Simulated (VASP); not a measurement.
# AlN (P2_1) in VASP: single point with r2SCAN

Aim: the single point of AlN with r2SCAN.

All numbers are computed with VASP 6.6.1; they aren't measurements. Logs are shortened: lines on timing, memory, paths and dates and some standing lists are left out, and cuts for length are marked.

## (1) The cell of the first run

It takes space group P2_1 (No. 4, monoclinic). Conventional cell: a = 3.107 Å, b = 4.978 Å, c = 3.107 Å, α = 90.00°, β = 120.00°, γ = 90.00°. Within 2.5 Å of Al (site symmetry 1) lie 4 N at 1.88 to 1.90 Å. Within 2.5 Å of N (site symmetry 1) lie 4 Al at 1.88 to 1.90 Å.

## (2) Single point, r2SCAN (atoms displaced along a vibrational mode)

POSCAR

```
AlN
1.0
   -3.1066653383      0.0000000000      0.0000000000
    0.0000000000      5.3809022080      0.0000000000
    1.5533326691     -2.6904511040     -4.9784048429
Al N
4 4
Direct
    0.9894968923      0.3324868821      0.9983070976
    0.4894968923      0.8324868821      0.9983070976
    0.2588102053      0.9158202155      0.4983070976
    0.7588102053      0.4158202155      0.4983070976
    0.8168241726      0.1416797845      0.6166929024
    0.3168241726      0.6416797845      0.6166929024
    0.0498687298      0.7250131179      0.1166929024
    0.5498687298      0.2250131179      0.1166929024
```

INCAR.step1

```
SYSTEM = AlN
PREC = Accurate
ENCUT = 520
ISMEAR = 0
SIGMA = 0.05
LREAL = .False.
LASPH = .True.
NELM = 60
NBANDS = 26
GGA = PE
ALGO = Normal
EDIFF = 1E-4
LWAVE = .True.
LCHARG = .False.
```

INCAR.step2

```
SYSTEM = AlN
PREC = Accurate
ENCUT = 520
EDIFF = 1E-7
ISMEAR = 0
SIGMA = 0.05
LREAL = .False.
LASPH = .True.
NELM = 60
ALGO = Normal
ISIF = 2
LWAVE = .False.
LCHARG = .False.
METAGGA = R2SCAN
LMIXTAU = .True.
NBANDS = 26
ISTART = 1
```

KPOINTS

```
regular mesh
0
Gamma
  8 8 8
  0 0 0
```

Potentials or basis: VASP PAW PBE potentials, release 64 (Al, N).

On the command line:

```sh
$ cat potpaw_PBE.64/Al/POTCAR potpaw_PBE.64/N/POTCAR > POTCAR
$ cp INCAR.step1 INCAR
$ mpirun -np 1 vasp_std > vasp.out
$ cp INCAR.step2 INCAR
$ mpirun -np 1 vasp_std > vasp.out
```

OUTCAR:

```text
SYSTEM = AlN
   PREC = Accurate
   ENCUT = 520
   EDIFF = 1E-7
   ISMEAR = 0
   LREAL = .False.
   LASPH = .True.
   NELM = 60
   ISIF = 2
   METAGGA = R2SCAN
   ISTART = 1

 ion  position               nearest neighbor table
   1  0.989  0.332  0.998-   8 1.88   7 1.89   8 1.89   5 1.90   4 3.04   3 3.04   4 3.07   3 3.07
                             3 3.10   4 3.10   2 3.11   2 3.11   2 3.11   2 3.11
   2  0.489  0.832  0.998-   7 1.88   8 1.89   7 1.89   6 1.90   3 3.04   4 3.04   3 3.07   4 3.07
                             4 3.10   3 3.10   1 3.11   1 3.11   1 3.11   1 3.11
   3  0.259  0.916  0.498-   5 1.88   6 1.89   5 1.89   7 1.90   2 3.04   1 3.04   2 3.07   1 3.07
                             1 3.10   2 3.10   4 3.11   4 3.11   4 3.11   4 3.11
   4  0.759  0.416  0.498-   6 1.88   5 1.89   6 1.89   8 1.90   1 3.04   2 3.04   1 3.07   2 3.07
                             2 3.10   1 3.10   3 3.11   3 3.11   3 3.11   3 3.11
   5  0.817  0.142  0.617-   3 1.88   4 1.89   3 1.89   1 1.90
   6  0.317  0.642  0.617-   4 1.88   3 1.89   4 1.89   2 1.90
   7  0.050  0.725  0.117-   2 1.88   1 1.89   2 1.89   3 1.90
   8  0.550  0.225  0.117-   1 1.88   2 1.89   1 1.89   4 1.90

  LATTYP: Found a body centered orthorhombic cell.
 ALAT       =     3.1066653383
 B/A-ratio  =     1.7320508076
 C/A-ratio  =     3.2049830289

  Lattice vectors:

 A1 = (  -1.5533326691,   2.6904511040,   4.9784048429)
 A2 = (   1.5533326692,  -2.6904511040,   4.9784048429)
 A3 = (   1.5533326691,   2.6904511040,  -4.9784048429)

Analysis of symmetry for initial positions (statically):
=====================================================================
 Subroutine PRICEL returns following result:

  LATTYP: Found a hexagonal cell.
 ALAT       =     3.1066653383
 C/A-ratio  =     1.6024915145

  Lattice vectors:

 A1 = (   3.1066653383,   0.0000000000,   0.0000000000)
 A2 = (  -1.5533326691,  -2.6904511040,   0.0000000000)
 A3 = (  -0.0000000000,   0.0000000000,  -4.9784048429)

   2 primitive cells build up your supercell.

 Routine SETGRP: Setting up the symmetry group for a
 body centered orthorhombic supercell.

 Subroutine GETGRP returns: Found  2 space group operations
 (whereof  1 operations were pure point group operations)
 out of a pool of  8 trial point group operations.

The static configuration has the point symmetry C_1 .
 The point group associated with its full space group is C_2 .

Analysis of symmetry for dynamics (positions and initial velocities):
=====================================================================
[... 133 lines left out ...]
   ISYM   =      2    0-nonsym 1-usesym 2-fastsym
   POTIM  = 0.5000    time-step for ionic-motion
   TEBEG  =    0.0;   TEEND  =   0.0 temperature during run
   PSTRESS=    0.0 pullay stress
   NELECT =      32.0000    total number of electrons
   NUPDOWN=      -1.0000    fix difference up-down
   EMIN   =  10.00;   EMAX   =-10.00  energy-range for DOS
   EFERMI =   0.00;   METHOD = LEGACY
   ISMEAR =     0;   SIGMA  =   0.05  broadening in eV -4-tet -1-fermi 0-gaus
   EFERMI_NEDOS =   21; number of points for ismear=-14 and -15
   IALGO  =     38    algorithm
   IMIX   =      4    mixing-type and parameters
     AMIX     =   0.40;   BMIX     =  1.00
     AMIX_MAG =   1.60;   BMIX_MAG =  1.00
  volume/ion in A,a.u.               =      10.40        70.20
  Fermi-wavevector in a.u.,A,eV,Ry     =   1.190451  2.249626 19.281821  1.417174
  Thomas-Fermi vector in A             =   2.326535
   LORBIT       =      0    0 simple, 1 ext, 2 COOP (PROOUT), +10 PAW based schemes
   METAGGA = R2SCAN    functional components
   LHFCALC =     F    Hartree Fock is set to
   AEXX    =    0.0000 exact exchange contribution
   IVDW    =     0    specifies the selected vdW correction
   LEPSILON=     F    determine dielectric tensor
   LRPA    =     F    only Hartree local field effects (RPA)
 non-spin polarized calculation
 Gauss-broadening in eV      SIGMA  =   0.05
  energy-cutoff  :      520.00
  volume of cell :       83.22
 maximum number of plane-waves:      2256
   NGX = 11   NGY = 21   NGZ = 21

 number of electron      32.0000000 magnetization

 Free energy of the ion-electron system (eV)
  ---------------------------------------------------
  ext. energy  EPLUGINS =         0.00000000
  ---------------------------------------------------
  free energy    TOTEN  =       -76.89758204 eV

  energy without entropy =      -76.89758204  energy(sigma->0) =      -76.89758204

 E-fermi :   6.1247     XC(G=0): -11.4172

 val. band max:        5.9256802993   @ k =   0.0000   0.0000   0.0000
 cond. band min:      10.8346844579   @ k =   0.0000   0.0000   0.0000
 fundamental gap:      4.9090041586
 Fermi energy:         6.1247308515

 k-point     1 :       0.0000    0.0000    0.0000
  band No.  band energies     occupation
      1     -10.0611      2.00000
      2      -7.9386      2.00000
      3      -7.7459      2.00000
      4      -7.7459      2.00000
      5      -0.1492      2.00000
      6       0.2546      2.00000
[... 685 lines left out ...]
     25      18.1176      0.00000
     26      18.3759      0.00000

 [... further k-points ...]

------------------------ aborting loop because EDIFF is reached ----------------------------------------

  FORCE on cell =-STRESS in cart. coord.  units (eV):
  Direction    XX          YY          ZZ          XY          YZ          ZX
  --------------------------------------------------------------------------------------
  -------------------------------------------------------------------------------------
  Total       -0.2445992     -0.1964599     -0.1953339      0.0562967      0.0000000     -0.0000000
  in kB       -4.7089693     -3.7822018     -3.7605241      1.0838121      0.0000000     -0.0000000
  external PRESSURE =      -4.0838984 kB  Pullay stress =       0.0000000 kB

 VOLUME and BASIS-vectors are now :
 -----------------------------------------------------------------------------
  energy-cutoff  :      520.00
  volume of cell :       83.22
      direct lattice vectors                 reciprocal lattice vectors
    -3.106665338  0.000000000  0.000000000    -0.321888550  0.000000000 -0.100433777
     0.000000000  5.380902208  0.000000000     0.000000000  0.185842441 -0.100433777
     1.553332669 -2.690451104 -4.978404843     0.000000000  0.000000000 -0.200867553

 POSITION                                       TOTAL-FORCE (eV/Angst)
 -----------------------------------------------------------------------------------
     -1.52333     -0.89682     -4.96998        -0.186666      0.004487      0.007530
      0.03000      1.79363     -4.96998        -0.186666      0.004487      0.007530
     -0.03000      3.58727     -2.48077         0.186666     -0.004487      0.007530
     -1.58333      0.89682     -2.48077         0.186666     -0.004487      0.007530
     -1.57967     -0.89682     -3.07015         0.085108      0.001794     -0.007530
     -0.02634      1.79363     -3.07015         0.085108      0.001794     -0.007530
      0.02634      3.58727     -0.58094        -0.085108     -0.001794     -0.007530
     -1.52700      0.89682     -0.58094        -0.085108     -0.001794     -0.007530
 -----------------------------------------------------------------------------------
    total drift:                                0.000011      0.000229      0.016143

  FREE ENERGIE OF THE ION-ELECTRON SYSTEM (eV)
  ---------------------------------------------------
  free  energy   TOTEN  =       -76.8975820364 eV

  energy  without entropy=      -76.8975820364  energy(sigma->0) =      -76.89758204
```

OUTCAR.step1:

```text
SYSTEM = AlN
   PREC = Accurate
   ENCUT = 520
   ISMEAR = 0
   LREAL = .False.
   LASPH = .True.
   NELM = 60
[... 961 lines left out ...]
     -0.02634      1.79363     -3.07015         0.069637      0.001738      0.001633
      0.02634      3.58727     -0.58094        -0.069637     -0.001738      0.001633
     -1.52700      0.89682     -0.58094        -0.069637     -0.001738      0.001633
 -----------------------------------------------------------------------------------
    total drift:                                0.000039      0.000004     -0.001791

  FREE ENERGIE OF THE ION-ELECTRON SYSTEM (eV)
  ---------------------------------------------------
  free  energy   TOTEN  =       -59.5215269167 eV

  energy  without entropy=      -59.5215269167  energy(sigma->0) =      -59.52152692
```

Run time: 7.3 min. Hardware: 1 thread of Intel Xeon 6975P-C (Granite Rapids), shared host; peak memory 0.37 GiB.

What came out:

* Free energy: -76.8976 eV
* Pressure: -0.4 GPa
* Largest force: 0.187 eV/Å
* Band gap on the k mesh: 4.91 eV

Forces in eV/Å, atoms in the order of the input:
```
Al  -0.187  0.004  0.008
Al  -0.187  0.004  0.008
Al   0.187 -0.004  0.008
Al   0.187 -0.004  0.008
N    0.085  0.002 -0.008
N    0.085  0.002 -0.008
N   -0.085 -0.002 -0.008
N   -0.085 -0.002 -0.008
```

Levels at points of the mesh, in eV from the valence-band top:
| k point | band 12 | band 13 | band 14 | band 15 | band 16 | band 17 | band 18 | band 19 | band 20 | band 21 |
| --- | --- | --- | --- | --- | --- | --- | --- | --- | --- | --- |
| (0.00, 0.00, 0.00) | -0.90 | -0.88 | -0.28 | -0.18 | 0.00 | 4.91 | 5.99 | 5.99 | 7.53 | 10.14 |
| (0.50, 0.00, 0.00) | -2.51 | -2.06 | -2.06 | -0.90 | -0.90 | 6.84 | 6.84 | 8.04 | 8.04 | 9.51 |
| (0.00, 0.50, 0.00) | -1.46 | -0.68 | -0.68 | -0.61 | -0.61 | 6.75 | 6.75 | 8.16 | 8.16 | 9.45 |
| (0.50, 0.50, 0.00) | -1.51 | -1.51 | -1.42 | -1.42 | -0.73 | 6.03 | 6.03 | 6.51 | 6.61 | 9.08 |
| (0.50, 0.50, 0.50) | -1.52 | -1.52 | -1.35 | -1.35 | -0.70 | 5.95 | 5.95 | 6.27 | 6.60 | 9.00 |
| (0.00, 0.00, 0.50) | -0.72 | -0.58 | -0.58 | -0.56 | -0.56 | 6.44 | 6.56 | 7.25 | 7.25 | 9.03 |

Caveat: the cell differs from its parent crystal (atoms displaced along a vibrational mode); the PAW data sets were made with another functional, which shifts forces and pressure a little.
